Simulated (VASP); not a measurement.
# Co (P6_3/mmc) in VASP: vibrations by perturbation theory with LDA

Aim: the vibrations by perturbation theory of Co with LDA.

Program: VASP 6.6.1. These are calculated values, not measurements. Logs are shortened: lines on timing, memory, paths and dates and some standing lists are left out, and cuts for length are marked.

**1. The cell of the first run**

It takes space group P6_3/mmc (No. 194, hexagonal). Conventional cell: a = 2.429 Å, b = 2.429 Å, c = 3.918 Å, α = 90.00°, β = 90.00°, γ = 120.00°. Within 3.2 Å of Co (site symmetry -6m2) lie 12 Co at 2.41 to 2.43 Å.

**2. Vibrations by perturbation theory, LDA, collinear spin, ferromagnetic start**

File INCAR:

```
SYSTEM = Co
PREC = Accurate
ENCUT = 520
EDIFF = 1E-8
ISMEAR = 0
SIGMA = 0.15
LREAL = .False.
LASPH = .True.
NELM = 150
ALGO = Fast
ISIF = 2
LWAVE = .False.
LCHARG = .True.
ISPIN = 2
MAGMOM = 1.72 1.72
LORBIT = 11
LMAXMIX = 4
GGA = CA
NBANDS = 20
IBRION = 8
NSW = 1
```

File KPOINTS:

```
Automatic mesh
0
Gamma
  21 21 12
  0 0 0
```

File POSCAR:

```
Co
1.0
    2.4287596817      0.0000000000      0.0000000000
   -1.2143798408      2.1033675840      0.0000000000
    0.0000000000      0.0000000000      3.9177515245
Co
2
Direct
    0.6666666667      0.3333333333      0.2500000000
    0.3333333333      0.6666666667      0.7500000000
```

Potentials or basis: VASP PAW LDA potentials, release 64 (Co).

The run is started by

```bash
$ cat potpaw_LDA.64/Co/POTCAR > POTCAR
$ mpirun -np 1 vasp_std > vasp.out
```

OUTCAR:

```text
SYSTEM = Co
   PREC = Accurate
   ENCUT = 520
   EDIFF = 1E-8
   ISMEAR = 0
   LREAL = .False.
   LASPH = .True.
   NELM = 150
   ISIF = 2
   ISPIN = 2
   LORBIT = 11
   GGA = CA
   IBRION = 8
   NSW = 1

 ion  position               nearest neighbor table
   1  0.667  0.333  0.250-   2 2.41   2 2.41   2 2.41   2 2.41   2 2.41   2 2.41
   2  0.333  0.667  0.750-   1 2.41   1 2.41   1 2.41   1 2.41   1 2.41   1 2.41

  LATTYP: Found a hexagonal cell.
 ALAT       =     2.4287596817
 C/A-ratio  =     1.6130667657

  Lattice vectors:

 A1 = (   2.4287596817,   0.0000000000,   0.0000000000)
 A2 = (  -1.2143798408,   2.1033675840,   0.0000000000)
 A3 = (   0.0000000000,   0.0000000000,   3.9177515245)

Analysis of symmetry for initial positions (statically):
=====================================================================
 Subroutine PRICEL returns:
 Original cell was already a primitive cell.

 Routine SETGRP: Setting up the symmetry group for a
 hexagonal supercell.

 Subroutine GETGRP returns: Found 24 space group operations
 (whereof 12 operations were pure point group operations)
 out of a pool of 24 trial point group operations.

The static configuration has the point symmetry D_3d.
 The point group associated with its full space group is D_6h.

Analysis of symmetry for dynamics (positions and initial velocities):
=====================================================================
 Subroutine PRICEL returns:
 Original cell was already a primitive cell.

 Routine SETGRP: Setting up the symmetry group for a
 hexagonal supercell.

 Subroutine GETGRP returns: Found 24 space group operations
 (whereof 12 operations were pure point group operations)
 out of a pool of 24 trial point group operations.

The dynamic configuration has the point symmetry D_3d.
 The point group associated with its full space group is D_6h.

Analysis of structural, dynamic, and magnetic symmetry:
=====================================================================
 Subroutine PRICEL returns:
 Original cell was already a primitive cell.

 Routine SETGRP: Setting up the symmetry group for a
 hexagonal supercell.

 Subroutine GETGRP returns: Found 24 space group operations
 (whereof 12 operations were pure point group operations)
 out of a pool of 24 trial point group operations.
[... 1300 lines left out ...]
  ---------------------------------------------------
  free  energy   TOTEN  =       -16.2611312701 eV

  energy  without entropy=      -16.2409614104  energy(sigma->0) =      -16.25104634

[... ionic steps 2 to 3 ...]

--------------------------------------- Ionic step        4  -------------------------------------------

------------------------ aborting loop because EDIFF is reached ----------------------------------------

[... ionic steps 5 to 5 ...]

--------------------------------------- Ionic step        6  -------------------------------------------

 Free energy of the ion-electron system (eV)
  ---------------------------------------------------
  ---------------------------------------------------
  free energy    TOTEN  =        -0.17905154 eV

  energy without entropy =       -0.17905154

------------------------ aborting loop because EDIFF is reached ----------------------------------------

 INTERNAL STRAIN TENSOR  FOR ION    1  DIRECTION 3   (eV/Angst):
 -----------------------------------------------------------------------------
     0.03234  0.00000  0.00000
     0.00000  0.03234  0.00000
    -0.00000  0.00000 -0.05786

 INTERNAL STRAIN TENSOR FOR ION    2 for displacements in x,y,z  (eV/Angst):
          X           Y           Z          XY          YZ          ZX
  --------------------------------------------------------------------------------
  x    -0.00000     0.00000    -0.00000    -2.87823     0.00000     0.00000
  y    -2.87823     2.87823    -0.00000     0.00000     0.00000     0.00000
  z     0.00000    -0.00000     0.00000     0.00000     0.00000    -0.00000

 SECOND DERIVATIVES (NOT SYMMETRIZED)
 ------------------------------------
               1X          1Y          1Z          2X          2Y          2Z
  1X    -3.225749   -0.000000    0.000000    3.225749    0.000000    0.000000
  1Y    -0.000000   -3.225749    0.000000    0.000000    3.225749    0.000000
  1Z     0.000000    0.000000   -9.213853   -0.000000    0.000000    9.213853
  2X     3.225749    0.000000    0.000000   -3.225749   -0.000000    0.000000
  2Y     0.000000    3.225749    0.000000   -0.000000   -3.225749    0.000000
  2Z    -0.000000    0.000000    9.213853    0.000000    0.000000   -9.213853

 Eigenvectors and eigenvalues of the dynamical matrix
 ----------------------------------------------------

   1 f  =    8.741925 THz    54.927137 2PiTHz  291.599242 cm-1    36.153682 meV
             X         Y         Z           dx          dy          dz
      1.214380  0.701123  0.979438    -0.000000    0.000000    0.707107
     -0.000000  1.402245  2.938314     0.000000    0.000000   -0.707107
[... 16 lines left out ...]
   5 f  =    0.000000 THz     0.000000 2PiTHz    0.000001 cm-1     0.000000 meV
             X         Y         Z           dx          dy          dz
      1.214380  0.701123  0.979438     0.000001    0.216730   -0.673074
     -0.000000  1.402245  2.938314     0.000001    0.216730   -0.673074

   6 f/i=    0.000000 THz     0.000000 2PiTHz    0.000001 cm-1     0.000000 meV
             X         Y         Z           dx          dy          dz
      1.214380  0.701123  0.979438     0.707107   -0.000001    0.000001
     -0.000000  1.402245  2.938314     0.707107   -0.000001    0.000001

--------------------------------------------------------------------------------------------------------

 ELASTIC MODULI CONTR FROM IONIC RELAXATION (kBar)
 Direction    XX          YY          ZZ          XY          YZ          ZX
 --------------------------------------------------------------------------------
 XX        -205.5868    205.5868     -0.0000     -0.0000      0.0000     -0.0000
 YY         205.5868   -205.5868      0.0000     -0.0000      0.0000     -0.0000
 ZZ          -0.0000      0.0000     -0.0000     -0.0000     -0.0000      0.0000
 XY          -0.0000     -0.0000     -0.0000   -205.5868      0.0000     -0.0000
 YZ           0.0000      0.0000     -0.0000      0.0000     -0.0000      0.0000
 ZX          -0.0000     -0.0000      0.0000     -0.0000      0.0000     -0.0000
 --------------------------------------------------------------------------------

 total charge

# of ion       s       p       d       tot
------------------------------------------
    1        0.523   0.589   7.339   8.451
    2        0.523   0.589   7.339   8.451
--------------------------------------------------
tot          1.046   1.179  14.677  16.902

 magnetization (x)

# of ion       s       p       d       tot
------------------------------------------
    1       -0.013  -0.039   1.533   1.481
    2       -0.013  -0.039   1.533   1.481
--------------------------------------------------
tot         -0.027  -0.078   3.067   2.962
```

stdout:

```text
POSCAR found type information on POSCAR Co
 POSCAR found :  1 types and       2 ions
 scaLAPACK will be used
 LDA part: xc-table for (Slater(with rela. corr.)+CA(PZ))
 , standard interpolation
 POSCAR, INCAR and KPOINTS ok, starting setup
 FFT: planning ... GRIDC
 FFT: planning ... GRID_SOFT
 FFT: planning ... GRID
 WAVECAR not read
 entering main loop
 Linear response reoptimize wavefunctions to high precision
 Linear response DOF=           2
 Linear response progress:
 first order change of Fermi-energy   0.49130E-05
 force on displaced ion       1 direction 1 :  -3.226   0.001   0.000
 Linear response progress:
 first order change of Fermi-energy   0.38841E-03
 force on displaced ion       1 direction 3 :   0.000  -0.000  -9.214
 Linear response finished
```

Wall time 50 min (1 thread of Oxide Virtual Turin-like, shared host); peak memory 1.9 GiB.

What came out:

* Net moment: 2.98 μB per cell
* Site moments: Co +1.48 μB
* Valence electrons inside the program's atomic spheres: Co 8.45
* Highest phonon frequency at Γ: 292 cm⁻¹

Phonon frequencies in cm⁻¹ (negative: imaginary):
| q point | frequencies |
| --- | --- |
| (0.000, 0.000, 0.000) | 0 0 0 173 173 292 |

Caveat: the cell stands under pressure or tension, which shifts response properties.
